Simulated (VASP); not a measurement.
Write the native input for VASP 6.6.1 that does the following.

```yaml
Task: single point
Functional: PBE
Potentials_or_basis: VASP PAW PBE potentials, release 64 (Ca_sv, O)
Cutoff: 520 eV
k_mesh: 8 × 8 × 8
Occupations: gaussian, width 0.02 eV
Spin: no spin polarisation
Dipole_correction: no
Further_INCAR_settings: ALGO = Normal; EDIFF = 1e-06; NBANDS = 15
```

The structure of CaO lies in POSCAR:

```
CaO
1.0
    0.0000000000      2.4389689807      2.4389689807
    2.4389689807      0.0000000000      2.4389689807
    2.4389689807      2.4389689807      0.0000000000
Ca O
1 1
Direct
    0.0000000000      0.0000000000      0.0000000000
    0.5000000000      0.5000000000      0.5000000000
```

This cell differs from its parent crystal: volume scaled by 1.03.

The input as run:

INCAR

```
PREC     = Accurate       # precision mode
ENCUT    = 520            # plane-wave cutoff, eV
EDIFF    = 1E-6           # SCF threshold, eV
ISMEAR   = 0              # smearing method
SIGMA    = 0.02           # smearing width, eV
LREAL    = False          # projectors in reciprocal space
LASPH    = True           # aspherical terms in the spheres
NELM     = 60             # most SCF steps
ALGO     = Normal         # electronic algorithm
ISIF     = 2              # what is computed and relaxed
LWAVE    = False          # write WAVECAR
LCHARG   = False          # write CHGCAR
GGA      = PE             # functional
NBANDS   = 15             # bands
```

KPOINTS

```
regular mesh
0
Gamma
  8 8 8
```

Potentials or basis: VASP PAW PBE potentials, release 64 (Ca_sv, O).

The run is started by

```bash
$ cat potpaw_PBE.64/Ca_sv/POTCAR potpaw_PBE.64/O/POTCAR > POTCAR
$ mpirun -np 1 vasp_std > vasp.out
```

Results of the run:

The pressure is -2.4 GPa and the band gap on the k mesh is 3.64 eV, indirect (least direct gap 4.02 eV).

Wall time 15 s on 1 thread of AMD EPYC 9R45 (Zen 5) (shared host), peak memory 0.12 GiB.
